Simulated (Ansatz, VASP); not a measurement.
**HRh6: VASP beside Ansatz**

```
CELL_PARAMETERS angstrom
5.41659 0.00000 0.00000
-2.70829 4.69090 0.00000
0.00000 0.00000 22.29661
ATOMIC_POSITIONS crystal
Rh 0.33333 0.16667 0.17940
Rh 0.33333 0.66667 0.17940
Rh 0.83333 0.16667 0.17940
Rh 0.83333 0.66667 0.17940
Rh 0.16667 0.33333 0.27578
Rh 0.16667 0.83333 0.27578
Rh 0.66667 0.33333 0.27578
Rh 0.66667 0.83333 0.27578
Rh 0.00000 0.00000 0.37210
Rh 0.00000 0.50000 0.37210
Rh 0.50000 0.00000 0.37210
Rh 0.50000 0.50000 0.37210
H 0.20102 0.40204 0.46404
H 0.29898 0.59796 0.46404
```

Alike in both runs: task single point; functional PBE; k mesh 6 × 6 × 1; occupations gaussian, width 0.1 eV; no spin polarisation.

|  | VASP | Ansatz |
| --- | --- | --- |
| version | VASP 6.6.1 | Ansatz 0.2.0 |
| potentials or method | VASP PAW PBE potentials, release 64 (Rh_pv, H), cutoff 520 eV | scalar-relativistic, plane waves, PAW |
| valence electrons in the cell | 182 | 206 |

```tsv
	VASP	Ansatz	Ansatz less VASP
gap on the k mesh at the Fermi level (eV)	none	none	-
rms of the force components (eV/Å)	0.523	0.523	-0.0003
```

Atom by atom the forces differ by 0.001 eV/Å (rms over components). A gap of «none» marks a metal or a gap that the smearing closes. VASP's potentials hold 182 valence electrons a cell and Ansatz's 206, so a difference there can come from the potentials and not from the codes.
